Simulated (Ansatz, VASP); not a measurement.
**Two plane-wave programs on ZnS**

```xyz
4
Lattice="3.7495 0.0000 0.0000 -1.8748 3.2472 0.0000 0.0000 0.0000 6.4401" Properties=species:S:1:pos:R:3 pbc="T T T"
Zn    0.0000    2.1648    0.0000
Zn    1.8748    1.0824    3.2201
S     0.0000    2.1648    2.4794
S     1.8748    1.0824    5.6995
```

Alike in both runs: task single point; functional PBE; k mesh 12 × 12 × 6; occupations gaussian, width 0.05 eV; no spin polarisation.

|  | VASP | Ansatz |
| --- | --- | --- |
| version | VASP 6.6.1 | Ansatz 0.2.0 |
| potentials or method | VASP PAW PBE potentials, release 64 (Zn, S), cutoff 520 eV | scalar-relativistic, plane waves, PAW |
| valence electrons in the cell | 36 | 36 |

|  | VASP | Ansatz | Ansatz less VASP |
| --- | --- | --- | --- |
| gap on the k mesh at the Fermi level (eV) | 2.16 | 2.15 | -0.005 |
| least direct gap on the mesh (eV) | 2.16 | 2.15 | -0.005 |
| pressure (GPa) | 3.2 | 3.0 | -0.15 |
| traceless stress, the component that is largest in VASP (GPa) | -5.35 | -5.30 | +0.052 |
| rms of the force components (eV/Å) | 0.304 | 0.299 | -0.0044 |

Atom by atom the forces differ by 0.004 eV/Å (rms over components).
